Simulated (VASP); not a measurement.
# CsSnI3: single point with PBEsol

CsSnI3:

```
CELL_PARAMETERS angstrom
6.11506 0.00000 0.00000
0.00000 6.11506 0.00000
0.00000 0.00000 6.11506
ATOMIC_POSITIONS crystal
Cs 0.00000 0.00000 0.00000
I 0.50000 0.50000 0.00000
I 0.50000 0.00000 0.50000
I 0.00000 0.50000 0.50000
Sn 0.50000 0.50000 0.50000
```

```yaml
Program: VASP 6.6.1
Task: single point
Functional: PBEsol
Potentials_or_basis: VASP PAW PBE potentials, release 64 (Cs_sv, I, Sn_d)
Cutoff: 520 eV
k_mesh: 5 × 5 × 5
Occupations: fermi-dirac, width 0.05 eV
Spin: no spin polarisation
Dipole_correction: no
Further_INCAR_settings: ALGO = Normal; EDIFF = 1e-06; NBANDS = 30
```

| Property | Result |
| --- | --- |
| Pressure | 0.0 GPa |
| Band gap on the k mesh | 1.68 eV |

Levels at points of the mesh, in eV from the valence-band top:
```csv
k point,band 18,band 19,band 20,band 21,band 22,band 23,band 24,band 25,band 26,band 27
"(0.00, 0.00, 0.00)",-1.60,-1.60,-1.41,-1.41,-1.41,2.89,3.76,3.76,4.09,4.09
```

Wall time 32 s on 1 thread of Intel(R) Xeon(R) 6975P-C (Granite Rapids) (shared host), peak memory 0.35 GiB.

Caveat: the PAW data sets were made with another functional, which shifts forces and pressure a little; spin-orbit coupling is left out, which moves the levels of the heavy elements; an odd mesh through Γ misses points on the zone boundary, where band edges can lie.
